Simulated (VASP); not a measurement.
Wanted: the native input for a VASP 6.6.1 run.

```
Task                   : single point
Functional             : PBE
Potentials or basis    : VASP PAW PBE potentials, release 64 (Pt, Pb_d, C)
Cutoff                 : 520 eV
k mesh                 : 5 × 5 × 5
Occupations            : fermi-dirac, width 0.1 eV
Spin                   : no spin polarisation
Dipole correction      : no
Further INCAR settings : ALGO = Normal; EDIFF = 1e-07; NBANDS = 32
```

The structure of Pt3PbC lies in POSCAR:

```
Pt3PbC
1.0
    4.2288162164      0.0000000000      0.0000000000
    0.0000000000      4.2288162164      0.0000000000
    0.0000000000      0.0000000000      4.2288162164
Pt Pb C
3 1 1
Direct
    0.0000000000      0.5000000000      0.5000000000
    0.5000000000      0.5000000000      0.0000000000
    0.5000000000      0.0000000000      0.5000000000
    0.0000000000      0.0000000000      0.0000000000
    0.5000000000      0.5000000000      0.5000000000
```

These files were run (other wordings do the same):

INCAR

```
PREC = Accurate ; ENCUT = 520
EDIFF = 1E-7 ; ISMEAR = -1
SIGMA = 0.1 ; LREAL = F
LASPH = T ; NELM = 80
ALGO = Normal ; ISIF = 2
LWAVE = F ; LCHARG = F
GGA = PE ; NBANDS = 32
```

KPOINTS

```
Automatic mesh
0
Gamma
  5 5 5
```

Potentials or basis: VASP PAW PBE potentials, release 64 (Pt, Pb_d, C).

Run with:

```sh
$ cat potpaw_PBE.64/Pt/POTCAR potpaw_PBE.64/Pb_d/POTCAR potpaw_PBE.64/C/POTCAR > POTCAR
$ mpirun -np 1 vasp_std > vasp.out
```

It gave:

```yaml
Pressure: 15.9 GPa
Band_gap_on_the_k_mesh: zero (band 24 reaches 10.67 eV, above the bottom of band 25 at 10.39 eV)
```

Caveat: spin-orbit coupling is left out, which moves the levels of the heavy elements.

Wall time 27 s on 1 thread of Intel Xeon 6975P-C, with other jobs on the host, peak memory 0.19 GiB.
